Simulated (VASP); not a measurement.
# MoSe (P6_3/mmc) in VASP: further runs

Aim: see how the results for MoSe move with the level of theory and the settings. Levels: LDA, PBE. Tasks: single point, relaxation of cell and atoms.

Everything below comes from runs of VASP 6.6.1. Logs are shortened: lines on timing, memory, paths and dates and some standing lists are left out, and cuts for length are marked.

## 1. The cell of the first run

Symmetry: P6_3/mmc, No. 194, hexagonal system. The conventional cell has a = 4.073 Å, b = 4.073 Å, c = 5.099 Å, α = 90.00°, β = 90.00°, γ = 120.00°. Mo (site symmetry -3m) has 2 Mo at 2.55 Å and 6 Se at 2.67 Å within 3.4 Å. Within 3.5 Å of Se (site symmetry -6m2) lie 6 Mo at 2.67 Å and 6 Se at 3.47 Å.

## 2. Single point, LDA, collinear spin

INCAR

```
SYSTEM = MoSe
  PREC = Accurate
  ENCUT = 520
  EDIFF = 1E-6
  ISMEAR = 0
  SIGMA = 0.05
  LREAL = .FALSE.
  LASPH = .TRUE.
  NELM = 150
  ALGO = Normal
  ISIF = 2
  LWAVE = .FALSE.
  LCHARG = .FALSE.
  ISPIN = 2
  MAGMOM = 0.05 0.05 0 0
  LORBIT = 11
  LMAXMIX = 4
  NBANDS = 32
```

KPOINTS

```
Automatic mesh
0
G
  10 10 6
  0 0 0
```

POSCAR

```
MoSe
1.0
    4.0730809121      0.0000000000      0.0000000000
   -2.0365404561      3.5273915416      0.0000000000
    0.0000000000      0.0000000000      5.0985318699
Mo Se
2 2
Direct
    0.0000000000      0.0000000000      0.0000000000
    0.0000000000      0.0000000000      0.5000000000
    0.3333333333      0.6666666667      0.2500000000
    0.6666666667      0.3333333333      0.7500000000
```

Potentials or basis: VASP PAW LDA potentials, release 64 (Mo_sv, Se).

Command:

```console
> cat potpaw_LDA.64/Mo_sv/POTCAR potpaw_LDA.64/Se/POTCAR > POTCAR
> mpirun -np 1 vasp_std > vasp.out
```

OUTCAR:

```text
SYSTEM = MoSe
   PREC = Accurate
   ENCUT = 520
   EDIFF = 1E-6
   ISMEAR = 0
   LREAL = .FALSE.
   LASPH = .TRUE.
   NELM = 150
   ISIF = 2
   ISPIN = 2
   LORBIT = 11

 ion  position               nearest neighbor table
   1  0.000  0.000  0.000-   2 2.55   2 2.55   4 2.67   3 2.67   4 2.67   3 2.67   4 2.67   3 2.67

   2  0.000  0.000  0.500-   1 2.55   1 2.55   4 2.67   3 2.67   4 2.67   3 2.67   4 2.67   3 2.67

   3  0.333  0.667  0.250-   1 2.67   2 2.67   1 2.67   2 2.67   1 2.67   2 2.67
   4  0.667  0.333  0.750-   1 2.67   2 2.67   1 2.67   2 2.67   1 2.67   2 2.67

  LATTYP: Found a hexagonal cell.
 ALAT       =     4.0730809121
 C/A-ratio  =     1.2517629725

  Lattice vectors:

 A1 = (   4.0730809121,   0.0000000000,   0.0000000000)
 A2 = (  -2.0365404561,   3.5273915416,   0.0000000000)
 A3 = (   0.0000000000,   0.0000000000,   5.0985318699)

Analysis of symmetry for initial positions (statically):
=====================================================================
 Subroutine PRICEL returns:
 Original cell was already a primitive cell.

 Routine SETGRP: Setting up the symmetry group for a
 hexagonal supercell.

 Subroutine GETGRP returns: Found 24 space group operations
 (whereof 12 operations were pure point group operations)
 out of a pool of 24 trial point group operations.

The static configuration has the point symmetry D_3d.
 The point group associated with its full space group is D_6h.

Analysis of symmetry for dynamics (positions and initial velocities):
=====================================================================
 Subroutine PRICEL returns:
 Original cell was already a primitive cell.

 Routine SETGRP: Setting up the symmetry group for a
 hexagonal supercell.

 Subroutine GETGRP returns: Found 24 space group operations
 (whereof 12 operations were pure point group operations)
 out of a pool of 24 trial point group operations.

The dynamic configuration has the point symmetry D_3d.
 The point group associated with its full space group is D_6h.

Analysis of structural, dynamic, and magnetic symmetry:
=====================================================================
 Subroutine PRICEL returns:
 Original cell was already a primitive cell.

 Routine SETGRP: Setting up the symmetry group for a
 hexagonal supercell.

 Subroutine GETGRP returns: Found 24 space group operations
 (whereof 12 operations were pure point group operations)
 out of a pool of 24 trial point group operations.

[... 131 lines left out ...]
   LHFCALC =     F    Hartree Fock is set to
   AEXX    =    0.0000 exact exchange contribution
   IVDW    =     0    specifies the selected vdW correction
   LEPSILON=     F    determine dielectric tensor
   LRPA    =     F    only Hartree local field effects (RPA)
 spin polarized calculation
 Gauss-broadening in eV      SIGMA  =   0.05
  energy-cutoff  :      520.00
  volume of cell :       73.25
 maximum number of plane-waves:      1998
   NGX = 15   NGY = 15   NGZ = 19

 number of electron      40.0000001 magnetization      -0.0010949

 number of electron      40.0000001 magnetization       0.0000535

 Free energy of the ion-electron system (eV)
  ---------------------------------------------------
  ext. energy  EPLUGINS =         0.00000000
  ---------------------------------------------------
  free energy    TOTEN  =       -32.47664602 eV

  energy without entropy =      -32.47225897  energy(sigma->0) =      -32.47445249

 E-fermi :   8.9320     XC(G=0): -11.7522

 val. band max:        8.9202155691   @ k =   0.4000  -0.0000   0.0000
 cond. band min:       8.9369241392   @ k =   0.2000   0.2000   0.1667
 fundamental gap:      0.0167085701
 Fermi energy:         8.9320340253

 spin component 1

 k-point     1 :       0.0000    0.0000    0.0000
  band No.  band energies     occupation
      1     -51.9869      1.00000
      2     -51.7397      1.00000
      3     -27.1818      1.00000
      4     -26.2421      1.00000
      5     -26.2421      1.00000
      6     -26.0190      1.00000
[... 829 lines left out ...]
     31      17.7155      0.00000
     32      18.6803      0.00000

 [... further k-points ...]

 spin component 2

 k-point     1 :       0.0000    0.0000    0.0000
  band No.  band energies     occupation
      1     -51.9866      1.00000
      2     -51.7394      1.00000
      3     -27.1816      1.00000
      4     -26.2419      1.00000
      5     -26.2419      1.00000
      6     -26.0188      1.00000
[... 829 lines left out ...]
     31      17.7156      0.00000
     32      18.6803      0.00000

 [... further k-points ...]

------------------------ aborting loop because EDIFF is reached ----------------------------------------

  FORCE on cell =-STRESS in cart. coord.  units (eV):
  Direction    XX          YY          ZZ          XY          YZ          ZX
  --------------------------------------------------------------------------------------
  -------------------------------------------------------------------------------------
  Total       -3.5195886     -3.5195886     -4.0958998      0.0000000      0.0000000      0.0000000
  in kB      -76.9804848    -76.9804848    -89.5855708      0.0000000      0.0000000      0.0000000
  external PRESSURE =     -81.1821802 kB  Pullay stress =       0.0000000 kB

 VOLUME and BASIS-vectors are now :
 -----------------------------------------------------------------------------
  energy-cutoff  :      520.00
  volume of cell :       73.25
      direct lattice vectors                 reciprocal lattice vectors
     4.073080912  0.000000000  0.000000000     0.245514396  0.141747803  0.000000000
    -2.036540456  3.527391542  0.000000000     0.000000000  0.283495605  0.000000000
     0.000000000  0.000000000  5.098531870     0.000000000  0.000000000  0.196134892

 POSITION                                       TOTAL-FORCE (eV/Angst)
 -----------------------------------------------------------------------------------
      0.00000      0.00000      0.00000         0.000000     -0.000000      0.000000
      0.00000      0.00000      2.54927         0.000000     -0.000000      0.000000
     -0.00000      2.35159      1.27463         0.000000     -0.000000      0.000000
      2.03654      1.17580      3.82390        -0.000000      0.000000     -0.000000
 -----------------------------------------------------------------------------------
    total drift:                                0.000000      0.000000     -0.000000

  FREE ENERGIE OF THE ION-ELECTRON SYSTEM (eV)
  ---------------------------------------------------
  free  energy   TOTEN  =       -32.4766460181 eV

  energy  without entropy=      -32.4722589652  energy(sigma->0) =      -32.47445249

 total charge

# of ion       s       p       d       tot
------------------------------------------
    1        2.268   6.131   4.115  12.514
    2        2.268   6.131   4.115  12.514
    3        1.435   2.350   0.092   3.877
    4        1.435   2.350   0.092   3.877
--------------------------------------------------
tot          7.405  16.962   8.414  32.782

 magnetization (x)

# of ion       s       p       d       tot
------------------------------------------
    1       -0.000  -0.000  -0.000  -0.000
    2       -0.000  -0.000  -0.000  -0.000
    3       -0.000   0.000   0.000   0.000
    4       -0.000   0.000   0.000   0.000
--------------------------------------------------
tot         -0.000  -0.000  -0.000  -0.000
```

OSZICAR:

```text
N       E                     dE             d eps       ncg     rms          rms(c)
DAV:   1     0.364954520535E+03    0.36495E+03   -0.21078E+04  7304   0.120E+03
DAV:   2    -0.198569397788E+02   -0.38481E+03   -0.37233E+03  8104   0.363E+02
DAV:   3    -0.332005597032E+02   -0.13344E+02   -0.13092E+02  8640   0.645E+01
DAV:   4    -0.333151824122E+02   -0.11462E+00   -0.11455E+00  7600   0.616E+00
DAV:   5    -0.333158733009E+02   -0.69089E-03   -0.69084E-03  8792   0.499E-01    0.200E+01
DAV:   6    -0.325914428587E+02    0.72443E+00   -0.18034E+00  7752   0.937E+00    0.722E+00
DAV:   7    -0.324974677030E+02    0.93975E-01   -0.13880E-01  7752   0.231E+00    0.385E+00
DAV:   8    -0.324775563689E+02    0.19911E-01   -0.52799E-02  8360   0.134E+00    0.389E-01
DAV:   9    -0.324767380011E+02    0.81837E-03   -0.22167E-03  7992   0.265E-01    0.227E-01
DAV:  10    -0.324766510129E+02    0.86988E-04   -0.33735E-04  8536   0.119E-01    0.803E-02
DAV:  11    -0.324766456620E+02    0.53509E-05   -0.30753E-05  8768   0.343E-02    0.296E-02
DAV:  12    -0.324766460181E+02   -0.35613E-06   -0.63396E-06  7688   0.180E-02
   1 F= -.32476646E+02 E0= -.32474452E+02  d E =-.438705E-02  mag=    -0.0000
```

Run time: 1.7 min. Hardware: 1 thread of Intel Xeon 6975P-C (Granite Rapids), shared host; peak memory 0.3 GiB.

Results:

```
Free energy                                           : -32.4766 eV
Pressure                                              : -8.1 GPa
Band gap on the k mesh                                : zero (filled and empty bands overlap)
Net moment                                            : 0.00 μB per cell
Valence electrons inside the program's atomic spheres : Mo 12.51; Se 3.88
```

Stress tensor (GPa, compression positive):
```
-7.70  0.00  0.00
 0.00 -7.70  0.00
 0.00  0.00 -8.96
```

Caveat: the cell stands under tension.

(Continued in part 2 of 2.)
